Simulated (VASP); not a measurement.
# LiF (Fm-3m) in VASP: notebook

The runs below take LiF through single point, with PBE+D4, RPBE+D4.

Everything below comes from runs of VASP 6.6.1. Logs are shortened: lines on timing, memory, paths and dates and some standing lists are left out, and cuts for length are marked.

## Step 1: The cell of the first run

The structure is cubic, space group Fm-3m (No. 225). The conventional cell has a = 3.990 Å, b = 3.990 Å, c = 3.990 Å, α = 90.00°, β = 90.00°, γ = 90.00°. Li (site symmetry m-3m) has 6 F at 1.99 Å within 2.6 Å. F (site symmetry m-3m) has 6 Li at 1.99 Å within 2.6 Å.

## Step 2: Single point, PBE+D4 (volume scaled by 0.96)

INCAR reads:

```
PREC = Accurate ; ENCUT = 520
EDIFF = 1E-7 ; ISMEAR = 0
SIGMA = 0.05 ; LREAL = F
LASPH = T ; NELM = 60
ALGO = Normal ; ISIF = 2
LWAVE = F ; LCHARG = F
GGA = PE ; IVDW = 13
NBANDS = 12
```

KPOINTS reads:

```
regular mesh
0
Gamma
  10 10 10
```

POSCAR reads:

```
LiF
1.0
    0.0000000000      1.9949656575      1.9949656575
    1.9949656575      0.0000000000      1.9949656575
    1.9949656575      1.9949656575      0.0000000000
Li F
1 1
Direct
    0.0000000000      0.0000000000      0.0000000000
    0.5000000000      0.5000000000      0.5000000000
```

Potentials or basis: VASP PAW PBE potentials, release 64 (Li_sv, F).

Launch:

```bash
$ cat potpaw_PBE.64/Li_sv/POTCAR potpaw_PBE.64/F/POTCAR > POTCAR
$ mpirun -np 1 vasp_std > vasp.out
```

OUTCAR:

```text
PREC = Accurate
   ENCUT = 520
   EDIFF = 1E-7
   ISMEAR = 0
   LREAL = F
   LASPH = T
   NELM = 60
   ISIF = 2
   GGA = PE
   IVDW = 13

 ion  position               nearest neighbor table
   1  0.000  0.000  0.000-   2 1.99   2 1.99   2 1.99   2 1.99   2 1.99   2 1.99
   2  0.500  0.500  0.500-   1 1.99   1 1.99   1 1.99   1 1.99   1 1.99   1 1.99

  LATTYP: Found a face centered cubic cell.
 ALAT       =     3.9899313150

  Lattice vectors:

 A1 = (   0.0000000000,   1.9949656575,   1.9949656575)
 A2 = (   1.9949656575,   0.0000000000,   1.9949656575)
 A3 = (   1.9949656575,   1.9949656575,   0.0000000000)

Analysis of symmetry for initial positions (statically):
=====================================================================
 Subroutine PRICEL returns:
 Original cell was already a primitive cell.

 Routine SETGRP: Setting up the symmetry group for a
 face centered cubic supercell.

 Subroutine GETGRP returns: Found 48 space group operations
 (whereof 48 operations were pure point group operations)
 out of a pool of 48 trial point group operations.

The static configuration has the point symmetry O_h .

Analysis of symmetry for dynamics (positions and initial velocities):
=====================================================================
 Subroutine PRICEL returns:
 Original cell was already a primitive cell.

 Routine SETGRP: Setting up the symmetry group for a
 face centered cubic supercell.

 Subroutine GETGRP returns: Found 48 space group operations
 (whereof 48 operations were pure point group operations)
 out of a pool of 48 trial point group operations.

The dynamic configuration has the point symmetry O_h .

 Subroutine INISYM returns: Found 48 space group operations
 (whereof 48 operations are pure point group operations),
 and found     1 'primitive' translations

----------------------------------------------------------------------------------------

                                     Primitive cell

  volume of cell :      15.8795

  direct lattice vectors                    reciprocal lattice vectors
     0.000000000  1.994965658  1.994965658    -0.250630881  0.250630881  0.250630881
     1.994965658  0.000000000  1.994965658     0.250630881 -0.250630881  0.250630881
     1.994965658  1.994965658  0.000000000     0.250630881  0.250630881 -0.250630881

  length of vectors
     2.821307489  2.821307489  2.821307489     0.434105420  0.434105420  0.434105420

  position of ions in fractional coordinates (direct lattice)
     0.000000000  0.000000000  0.000000000
     0.500000000  0.500000000  0.500000000

  ion indices of the primitive-cell ions
   primitive index   ion index
                 1           1
                 2           2

----------------------------------------------------------------------------------------

 KPOINTS: regular mesh

Automatic generation of k-mesh.
 Grid dimensions read from file:
 generate k-points for:   10   10   10

 Generating k-lattice:

  Cartesian coordinates                     Fractional coordinates (reciprocal lattice)
    -0.025063088  0.025063088  0.025063088     0.100000000  0.000000000  0.000000000
     0.025063088 -0.025063088  0.025063088     0.000000000  0.100000000  0.000000000
     0.025063088  0.025063088 -0.025063088     0.000000000  0.000000000  0.100000000

  Length of vectors
     0.043410542  0.043410542  0.043410542

  Shift w.r.t. Gamma in fractional coordinates (k-lattice)
     0.000000000  0.000000000  0.000000000

 Subroutine IBZKPT returns following result:
 ===========================================

 Found     47 irreducible k-points:

 Following reciprocal coordinates:
            Coordinates               Weight
  0.000000  0.000000  0.000000      1.000000
  0.100000  0.000000  0.000000      8.000000
  0.200000  0.000000  0.000000      8.000000
  0.300000  0.000000  0.000000      8.000000
  0.400000  0.000000  0.000000      8.000000
  0.500000  0.000000  0.000000      4.000000
[... 16 lines left out ...]
  0.300000  0.300000  0.000000      6.000000
  0.400000  0.300000  0.000000     24.000000
 [... further k-points ...]
   k-points           NKPTS =     47   k-points in BZ     NKDIM =     47   number of bands    NBANDS=     12
   number of dos      NEDOS =    301   number of ions     NIONS =      2
   total plane-waves  NPLWV =  13824
   dimension x,y,z NGX =    24 NGY =   24 NGZ =   24
   dimension x,y,z NGXF=    48 NGYF=   48 NGZF=   48
   ions per type =               1   1
   NGX,Y,Z   is equivalent  to a cutoff of  14.14, 14.14, 14.14 a.u.
   NGXF,Y,Z  is equivalent  to a cutoff of  28.28, 28.28, 28.28 a.u.
 SYSTEM =  unknown system
   PREC   = accura    normal or accurate (medium, high low for compatibility)
   ISTART =      0    job   : 0-new  1-cont  2-samecut
   ICHARG =      2    charge: 1-file 2-atom 10-const
   ISPIN  =      1    spin polarized calculation?
   LNONCOLLINEAR =      F non collinear calculations
   LSORBIT =      F    spin-orbit coupling
   LASPH  =      T    aspherical Exc in radial PAW
   ENCUT  =  520.0 eV  38.22 Ry    6.18 a.u.   5.25  5.25  5.25*2*pi/ulx,y,z
   NELM   =     60;   NELMIN=  2; NELMDL= -5     # of ELM steps
   EDIFF  = 0.1E-06   stopping-criterion for ELM
   LREAL  =      F    real-space projection
   EDIFFG = 0.1E-05   stopping-criterion for IOM
   NSW    =      0    number of steps for IOM
   IBRION =     -1    ionic relax: 0-MD 1-quasi-New 2-CG
   NFREE  =      0    steps in history (QN), initial steepest desc. (CG)
   ISIF   =      2    stress and relaxation
   ISYM   =      2    0-nonsym 1-usesym 2-fastsym
   POTIM  = 0.5000    time-step for ionic-motion
   TEBEG  =    0.0;   TEEND  =   0.0 temperature during run
   PSTRESS=    0.0 pullay stress
   NELECT =      10.0000    total number of electrons
   NUPDOWN=      -1.0000    fix difference up-down
   EMIN   =  10.00;   EMAX   =-10.00  energy-range for DOS
   EFERMI =   0.00;   METHOD = LEGACY
   ISMEAR =     0;   SIGMA  =   0.05  broadening in eV -4-tet -1-fermi 0-gaus
   EFERMI_NEDOS =   21; number of points for ismear=-14 and -15
   IALGO  =     38    algorithm
   IMIX   =      4    mixing-type and parameters
     AMIX     =   0.40;   BMIX     =  1.00
     AMIX_MAG =   1.60;   BMIX_MAG =  1.00
  volume/ion in A,a.u.               =       7.94        53.58
  Fermi-wavevector in a.u.,A,eV,Ry     =   1.403232  2.651724 26.790680  1.969059
  Thomas-Fermi vector in A             =   2.525914
   LORBIT       =      0    0 simple, 1 ext, 2 COOP (PROOUT), +10 PAW based schemes
   GGA     = PE    functional components
   LHFCALC =     F    Hartree Fock is set to
   AEXX    =    0.0000 exact exchange contribution
   IVDW    =    13    specifies the selected vdW correction
   LEPSILON=     F    determine dielectric tensor
   LRPA    =     F    only Hartree local field effects (RPA)
 non-spin polarized calculation
 Gauss-broadening in eV      SIGMA  =   0.05
  energy-cutoff  :      520.00
  volume of cell :       15.88
 maximum number of plane-waves:       444
 NGX is ok and might be reduce to    24
   NGX = 11   NGY = 11   NGZ = 11

 number of electron      10.0000000 magnetization

 number of electron       9.9999997 magnetization

 Free energy of the ion-electron system (eV)
  ---------------------------------------------------
  ext. energy  EPLUGINS =         0.00000000
  ---------------------------------------------------
  free energy    TOTEN  =        -9.62810117 eV

  energy without entropy =       -9.62810117  energy(sigma->0) =       -9.62810117

 E-fermi :  -0.3965     XC(G=0): -10.1221

 val. band max:       -0.8430594412   @ k =   0.0000   0.0000   0.0000
 cond. band min:       8.5076556710   @ k =   0.0000   0.0000   0.0000
 fundamental gap:      9.3507151122
 Fermi energy:        -0.3965185542

 k-point     1 :       0.0000    0.0000    0.0000
  band No.  band energies     occupation
      1     -41.7013      2.00000
      2     -20.8964      2.00000
      3      -0.8431      2.00000
      4      -0.8431      2.00000
      5      -0.8431      2.00000
      6       8.5077      0.00000
      7      23.5041      0.00000
      8      23.5041      0.00000
      9      23.5041      0.00000
     10      23.7635      0.00000
     11      23.7635      0.00000
     12      23.7635      0.00000

 k-point     2 :       0.1000    0.0000    0.0000
  band No.  band energies     occupation
      1     -41.6950      2.00000
      2     -20.8561      2.00000
      3      -1.1393      2.00000
      4      -0.8670      2.00000
      5      -0.8670      2.00000
      6       8.7965      0.00000
      7      20.7135      0.00000
      8      22.1902      0.00000
      9      22.1902      0.00000
     10      24.8497      0.00000
     11      24.8497      0.00000
     12      24.9398      0.00000

 k-point     3 :       0.2000    0.0000    0.0000
  band No.  band energies     occupation
      1     -41.6786      2.00000
      2     -20.7471      2.00000
      3      -1.8508      2.00000
      4      -0.9285      2.00000
      5      -0.9285      2.00000
      6       9.4358      0.00000
      7      18.2251      0.00000
      8      20.6621      0.00000
      9      20.6621      0.00000
     10      25.9417      0.00000
     11      26.2186      0.00000
     12      26.2186      0.00000
[... 286 lines left out ...]
 k-point    23 :       0.3000    0.3000    0.0000
  band No.  band energies     occupation
      1     -41.6459      2.00000
      2     -20.4564      2.00000
      3      -2.8132      2.00000
      4      -1.5340      2.00000
      5      -1.5340      2.00000
      6      11.6895      0.00000
      7      17.2511      0.00000
      8      18.4954      0.00000
      9      19.8890      0.00000
     10      19.8890      0.00000
     11      34.2151      0.00000
     12      34.3156      0.00000

 k-point    24 :       0.4000    0.3000    0.0000
  band No.  band energies     occupation
      1     -41.6337      2.00000
      2     -20.3392      2.00000
      3      -3.2485      2.00000
      4      -1.7527      2.00000
      5      -1.6363      2.00000
      6      12.5077      0.00000
      7      16.1240      0.00000
      8      18.0015      0.00000
      9      19.6370      0.00000
     10      20.7055      0.00000
     11      33.7340      0.00000
     12      34.5786      0.00000

 [... further k-points ...]

------------------------ aborting loop because EDIFF is reached ----------------------------------------

  DFT-D4 for vdW energy calculation

  Edisp (eV):   -0.12908

  FORCE on cell =-STRESS in cart. coord.  units (eV):
  Direction    XX          YY          ZZ          XY          YZ          ZX
  --------------------------------------------------------------------------------------
  -------------------------------------------------------------------------------------
  Total       0.26297     0.26297     0.26297    -0.00000     0.00000     0.00000
  in kB      26.53288    26.53288    26.53288    -0.00000     0.00000     0.00000
  external pressure =       26.53 kB  Pullay stress =        0.00 kB

 VOLUME and BASIS-vectors are now :
 -----------------------------------------------------------------------------
  energy-cutoff  :      520.00
  volume of cell :       15.88
      direct lattice vectors                 reciprocal lattice vectors
     0.000000000  1.994965658  1.994965658    -0.250630881  0.250630881  0.250630881
     1.994965658  0.000000000  1.994965658     0.250630881 -0.250630881  0.250630881
     1.994965658  1.994965658  0.000000000     0.250630881  0.250630881 -0.250630881

 POSITION                                       TOTAL-FORCE (eV/Angst)
 -----------------------------------------------------------------------------------
      0.00000      0.00000      0.00000         0.000000      0.000000     -0.000000
      1.99497      1.99497      1.99497        -0.000000     -0.000000      0.000000
 -----------------------------------------------------------------------------------
    total drift:                               -0.000000     -0.000000      0.000000

  FREE ENERGIE OF THE ION-ELECTRON SYSTEM (eV)
  ---------------------------------------------------
  free  energy   TOTEN  =        -9.7571825183 eV

  energy  without entropy=       -9.7571825183  energy(sigma->0) =       -9.75718252
```

It took 7.5 s on 1 thread of Intel Xeon Platinum 8488C (Sapphire Rapids), shared host; peak memory 0.13 GiB.

What came out:

```yaml
Free_energy: -9.7572 eV
Band_gap_on_the_k_mesh: 9.35 eV, direct
Dispersion_energy_per_atom: -0.065 eV
```

Levels at points of the mesh, in eV from the valence-band top:
| k point | band 1 | band 2 | band 3 | band 4 | band 5 | band 6 | band 7 | band 8 | band 9 | band 10 |
| --- | --- | --- | --- | --- | --- | --- | --- | --- | --- | --- |
| (0.00, 0.00, 0.00) | -40.86 | -20.05 | 0.00 | 0.00 | 0.00 | 9.35 | 24.35 | 24.35 | 24.35 | 24.61 |
| (0.50, 0.00, 0.00) | -40.79 | -19.60 | -2.60 | -0.24 | -0.24 | 10.92 | 17.08 | 19.12 | 19.12 | 30.88 |
| (0.50, 0.50, 0.00) | -40.78 | -19.31 | -3.13 | -1.04 | -1.04 | 15.08 | 16.61 | 17.80 | 20.58 | 20.58 |

Caveat: the cell differs from its parent crystal (volume scaled by 0.96); the cutoff is under 1.25 times the usual one of these potentials, so pressure, stress and relaxed cells hold a basis-set (Pulay) error.

## Step 3: Single point, RPBE+D4

This run uses another cell than the first one, of 8.59 Å³/atom, 1.081 times its volume.

INCAR reads:

```
SYSTEM = LiF
PREC = Accurate ; ENCUT = 520
EDIFF = 1E-7 ; ISMEAR = 0
SIGMA = 0.05 ; LREAL = .FALSE.
LASPH = .TRUE. ; NELM = 60
ALGO = Normal ; ISIF = 2
LWAVE = .FALSE. ; LCHARG = .FALSE.
GGA = RP ; IVDW = 13
NBANDS = 12
```

KPOINTS reads:

```
Automatic mesh
0
G
  10 10 10
  0 0 0
```

POSCAR reads:

```
LiF
1.0
    0.0000000000      2.0476666766      2.0476666766
    2.0476666766      0.0000000000      2.0476666766
    2.0476666766      2.0476666766      0.0000000000
Li F
1 1
Direct
    0.0000000000      0.0000000000      0.0000000000
    0.5000000000      0.5000000000      0.5000000000
```

Potentials or basis: VASP PAW PBE potentials, release 64 (Li_sv, F).

Launch:

```bash
$ cat potpaw_PBE.64/Li_sv/POTCAR potpaw_PBE.64/F/POTCAR > POTCAR
$ mpirun -np 1 vasp_std > vasp.out
```

Run time: 9 s. Hardware: 1 thread of Intel Xeon Platinum 8488C (Sapphire Rapids), shared host; peak memory 0.13 GiB.

The run converged. Its results:

* Free energy: -9.4940 eV
* Band gap on the k mesh: 8.93 eV, direct
* Dispersion energy per atom: -0.134 eV

Levels at points of the mesh, in eV from the valence-band top:
| k point | band 2 | band 3 | band 4 | band 5 | band 6 | band 7 | band 8 | band 9 |
| --- | --- | --- | --- | --- | --- | --- | --- | --- |
| (0.00, 0.00, 0.00) | -19.95 | 0.00 | 0.00 | 0.00 | 8.93 | 23.80 | 23.80 | 23.80 |
| (0.50, 0.00, 0.00) | -19.56 | -2.33 | -0.21 | -0.21 | 10.80 | 16.44 | 18.85 | 18.85 |
| (0.50, 0.50, 0.00) | -19.34 | -2.74 | -0.91 | -0.91 | 14.64 | 16.51 | 17.14 | 20.03 |

Caveat: the cutoff is under 1.25 times the usual one of these potentials, so pressure, stress and relaxed cells hold a basis-set (Pulay) error; the PAW data sets were made with another functional, which shifts forces and pressure a little.

## Step 4: Single point, RPBE+D4 (volume scaled by 0.98)

INCAR reads:

```
ALGO = Normal
EDIFF = 1E-7
ENCUT = 520
GGA = RP
ISIF = 2
ISMEAR = 0
IVDW = 13
LASPH = T
LCHARG = F
LREAL = F
LWAVE = F
NBANDS = 12
NELM = 80
PREC = Accurate
SIGMA = 0.05
```

KPOINTS reads:

```
k-points
0
Gamma
  10 10 10
```

POSCAR reads:

```
LiF
1.0
    0.0000000000      2.0339235331      2.0339235331
    2.0339235331      0.0000000000      2.0339235331
    2.0339235331      2.0339235331      0.0000000000
Li F
1 1
Direct
    0.0000000000      0.0000000000      0.0000000000
    0.5000000000      0.5000000000      0.5000000000
```

Potentials or basis: VASP PAW PBE potentials, release 64 (Li_sv, F).

Launch:

```bash
$ cat potpaw_PBE.64/Li_sv/POTCAR potpaw_PBE.64/F/POTCAR > POTCAR
$ mpirun -np 1 vasp_std > vasp.out
```

OUTCAR:

```text
EDIFF = 1E-7
   ENCUT = 520
   GGA = RP
   ISIF = 2
   ISMEAR = 0
   IVDW = 13
   LASPH = T
   LREAL = F
   NELM = 80
   PREC = Accurate

 ion  position               nearest neighbor table
   1  0.000  0.000  0.000-   2 2.03   2 2.03   2 2.03   2 2.03   2 2.03   2 2.03
   2  0.500  0.500  0.500-   1 2.03   1 2.03   1 2.03   1 2.03   1 2.03   1 2.03

  LATTYP: Found a face centered cubic cell.
 ALAT       =     4.0678470662

  Lattice vectors:

 A1 = (   0.0000000000,   2.0339235331,   2.0339235331)
 A2 = (   2.0339235331,   0.0000000000,   2.0339235331)
 A3 = (   2.0339235331,   2.0339235331,   0.0000000000)

Analysis of symmetry for initial positions (statically):
=====================================================================
 Subroutine PRICEL returns:
 Original cell was already a primitive cell.

 Routine SETGRP: Setting up the symmetry group for a
 face centered cubic supercell.

 Subroutine GETGRP returns: Found 48 space group operations
 (whereof 48 operations were pure point group operations)
 out of a pool of 48 trial point group operations.

[... 177 lines left out ...]
      4      -0.9974      2.00000
      5      -0.9974      2.00000
      6       8.0981      0.00000
      7      23.0767      0.00000
      8      23.0768      0.00000
      9      23.0768      0.00000
     10      23.2626      0.00000
     11      23.2626      0.00000
     12      23.2626      0.00000
[... 331 lines left out ...]
 k-point    24 :       0.4000    0.3000    0.0000
  band No.  band energies     occupation
      1     -42.2481      2.00000
      2     -20.5144      2.00000
      3      -3.1795      2.00000
      4      -1.8172      2.00000
      5      -1.7128      2.00000
      6      12.0770      0.00000
      7      15.8945      0.00000
      8      17.5441      0.00000
      9      19.2136      0.00000
     10      20.2561      0.00000
     11      32.4872      0.00000
     12      33.5895      0.00000

 [... further k-points ...]

------------------------ aborting loop because EDIFF is reached ----------------------------------------

  DFT-D4 for vdW energy calculation

  Edisp (eV):   -0.27410

  FORCE on cell =-STRESS in cart. coord.  units (eV):
  Direction    XX          YY          ZZ          XY          YZ          ZX
  --------------------------------------------------------------------------------------
  -------------------------------------------------------------------------------------
  Total       0.05496     0.05496     0.05496     0.00000     0.00000     0.00000
  in kB       5.23234     5.23234     5.23234     0.00000     0.00000     0.00000
  external pressure =        5.23 kB  Pullay stress =        0.00 kB

 VOLUME and BASIS-vectors are now :
 -----------------------------------------------------------------------------
  energy-cutoff  :      520.00
  volume of cell :       16.83
      direct lattice vectors                 reciprocal lattice vectors
     0.000000000  2.033923533  2.033923533    -0.245830284  0.245830284  0.245830284
     2.033923533  0.000000000  2.033923533     0.245830284 -0.245830284  0.245830284
     2.033923533  2.033923533  0.000000000     0.245830284  0.245830284 -0.245830284

 POSITION                                       TOTAL-FORCE (eV/Angst)
 -----------------------------------------------------------------------------------
      0.00000      0.00000      0.00000        -0.000000      0.000000      0.000000
      2.03392      2.03392      2.03392         0.000000     -0.000000     -0.000000
 -----------------------------------------------------------------------------------
    total drift:                               -0.000000     -0.000000      0.000000

  FREE ENERGIE OF THE ION-ELECTRON SYSTEM (eV)
  ---------------------------------------------------
  free  energy   TOTEN  =        -9.4933516738 eV

  energy  without entropy=       -9.4933516738  energy(sigma->0) =       -9.49335167
```

It took 8.6 s on 1 thread of Intel Xeon Platinum 8488C (Sapphire Rapids), shared host; peak memory 0.13 GiB.

What came out:

| Item | Value |
| --- | --- |
| Free energy | -9.4934 eV |
| Band gap on the k mesh | 9.10 eV, direct |
| Dispersion energy per atom | -0.137 eV |

Caveat: the cell differs from its parent crystal (volume scaled by 0.98); the cutoff is under 1.25 times the usual one of these potentials, so pressure, stress and relaxed cells hold a basis-set (Pulay) error; the PAW data sets were made with another functional, which shifts forces and pressure a little. A k mesh can miss the band edges.

[end of part 1 of 2]
